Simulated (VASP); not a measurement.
Crystal: ZnRuC6N6.

```xyz
14
Lattice="0.0000 5.0720 5.0720 5.0720 0.0000 5.0720 5.0720 5.0720 0.0000" Properties=species:S:1:pos:R:3 pbc="T T T"
Zn    0.0000    0.0000    0.0000
Ru    5.0720    5.0720    5.0720
C     1.9170    5.0720    5.0720
C     5.0720    1.9170    5.0720
C     5.0720    5.0720    1.9170
C     8.2270    5.0720    5.0720
C     5.0720    8.2270    5.0720
C     5.0720    5.0720    8.2270
N     3.0870    5.0720    5.0720
N     5.0720    3.0870    5.0720
N     5.0720    5.0720    3.0870
N     7.0570    5.0720    5.0720
N     5.0720    7.0570    5.0720
N     5.0720    5.0720    7.0570
```

```yaml
Program: VASP 6.6.1
Task: relaxation of cell and atoms
Functional: PBE
Potentials_or_basis: VASP PAW PBE potentials, release 64 (Zn, Ru_pv, C, N)
Cutoff: 600 eV
k_mesh: 4 × 4 × 4
Occupations: gaussian, width 0.1 eV
Spin: collinear spin, ferromagnetic start
Starting_moments: "[0.0, 1.0, 0.0, 0.0, 0.0, 0.0, 0.0, 0.0, 0.0, 0.0, 0.0, 0.0, 0.0, 0.0] μB"
```

At the start: pressure 6.7 GPa; volume 18.64 Å³/atom.

Task: How do energy, volume and symmetry change on relaxing?

Result: Over 21 steps the energy falls by 129.2 meV/atom and the volume is 22.06 Å³/atom (+18.4 %); space group Fm-3m (No. 225, to 0.1 Å) before and after; moment 1.98 μB per cell.

The path:
```
step  energy change (eV)  largest force (eV/Å)  pressure (GPa)  volume (Å³)
   1              0.0000                2.6109            6.73       260.96
   2              2.5736               15.9420           16.05       291.65
   3             -0.4559                3.9470            8.75       269.66
   4             -1.0720                2.8216            4.92       281.58
   5             -1.5711                1.0779           -0.48       304.03
   6             -1.5904                0.7592           -1.37       308.76
   7             -1.5913                0.7002           -1.53       309.65
   8             -1.6314                0.5849           -1.36       308.84
   9             -1.7251                0.5216           -0.86       306.41
  10             -1.7751                0.6371            0.46       301.60
  11             -1.7814                0.5774            0.08       302.87
  12             -1.7460                1.2915            2.13       302.05
  13             -1.7892                0.0945            0.66       302.62
  14             -1.7947                0.0940            0.54       303.71
  15             -1.8051                0.0943            0.15       307.00
  16             -1.8000                0.0939           -0.61       313.66
  17             -1.8072                0.0974           -0.13       309.36
  18             -1.8068                0.2448           -0.30       309.33
  19             -1.8076                0.1033           -0.21       309.35
  20             -1.8083                0.0559           -0.09       309.12
  21             -1.8085                0.0041            0.02       308.88
```

Final structure:
```cif
data_structure
_symmetry_space_group_name_H-M 'P 1'
_symmetry_Int_Tables_number 1
_cell_length_a 7.5876
_cell_length_b 7.5876
_cell_length_c 7.5876
_cell_angle_alpha 60.000
_cell_angle_beta 60.000
_cell_angle_gamma 60.000
_cell_volume 308.88
loop_
_atom_site_label
_atom_site_type_symbol
_atom_site_fract_x
_atom_site_fract_y
_atom_site_fract_z
_atom_site_occupancy
Zn1 Zn 0.00000 0.00000 0.00000 1
Ru1 Ru 0.50000 0.50000 0.50000 1
C1 C 0.79495 0.20505 0.20505 1
C2 C 0.20505 0.79495 0.20505 1
C3 C 0.20505 0.20505 0.79495 1
C4 C 0.20505 0.79495 0.79495 1
C5 C 0.79495 0.20505 0.79495 1
C6 C 0.79495 0.79495 0.20505 1
N1 N 0.68539 0.31461 0.31461 1
N2 N 0.31461 0.68539 0.31461 1
N3 N 0.31461 0.31461 0.68539 1
N4 N 0.31461 0.68539 0.68539 1
N5 N 0.68539 0.31461 0.68539 1
N6 N 0.68539 0.68539 0.31461 1
```

Caveat: the volume moved by over 15 % at a fixed basis, so the end points are rough.
